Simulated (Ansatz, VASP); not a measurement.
**Two plane-wave programs on NaCl**

```
CELL_PARAMETERS angstrom
3.45967 0.00000 0.00000
0.00000 3.45967 0.00000
0.00000 0.00000 3.45967
ATOMIC_POSITIONS crystal
Na 0.00000 0.00000 0.00000
Cl 0.50000 0.50000 0.50000
```

Alike in both runs: functional r2SCAN; k mesh 6 × 6 × 6; occupations gaussian, width 0.02 eV; no spin polarisation.

Ansatz relaxed the structure, and its values are those at the end. VASP's run is a single point on that final structure, the one shown.

|  | VASP | Ansatz |
| --- | --- | --- |
| version | VASP 6.6.1 | Ansatz 0.2.0 |
| potentials or method | VASP PAW PBE potentials, release 64 (Na_pv, Cl), cutoff 520 eV | scalar-relativistic, plane waves, PAW |
| valence electrons in the cell | 14 | 16 |

|  | VASP | Ansatz | Ansatz less VASP |
| --- | --- | --- | --- |
| gap on the k mesh at the Fermi level (eV) | 4.95 | 4.92 | -0.035 |
| least direct gap on the mesh (eV) | 5.49 | 5.45 | -0.033 |
| pressure (GPa) | -0.3 | 0.0 | +0.30 |

VASP's potentials were made for PBE, not for r2SCAN. VASP's potentials hold 14 valence electrons a cell and Ansatz's 16, so a difference there can come from the potentials and not from the codes.
